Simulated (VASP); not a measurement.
A run of VASP 6.6.1:

INCAR

```
SYSTEM = Cu
PREC = Accurate ; ENCUT = 520
EDIFF = 1E-6 ; ISMEAR = -1
SIGMA = 0.05 ; LREAL = .FALSE.
LASPH = .TRUE. ; NELM = 100
ALGO = Normal ; ISIF = 2
LWAVE = .FALSE. ; LCHARG = .TRUE.
GGA = PE ; LELF = .TRUE.
LVHAR = .TRUE. ; NBANDS = 12
```

The input KPOINTS:

```
regular mesh
0
G
  17 17 16
  0 0 0
```

Contents of POSCAR:

```
Cu
1.0
    2.1999147258      0.0000000000      0.0000000000
   -1.0999573629      1.9051820387      0.0000000000
    0.0000000000      0.0000000000      2.1109350335
Cu
1
Direct
    0.0000000000      0.0000000000      0.0000000000
```

Potentials or basis: VASP PAW PBE potentials, release 64 (Cu).

Run with:

```console
$ cat potpaw_PBE.64/Cu/POTCAR > POTCAR
$ mpirun -np 1 vasp_std > vasp.out
```

Hardware: 1 thread of Intel(R) Xeon(R) Platinum 8375C CPU @ 2.90GHz (Ice Lake), with other jobs on the host.

Problem. How long does it take, and how much memory?

Solution. Wall time 15 s on 1 thread of Intel(R) Xeon(R) Platinum 8375C CPU @ 2.90GHz (Ice Lake), on a shared host, peak memory 0.14 GiB. Counts: scf iterations 11, k points 297.
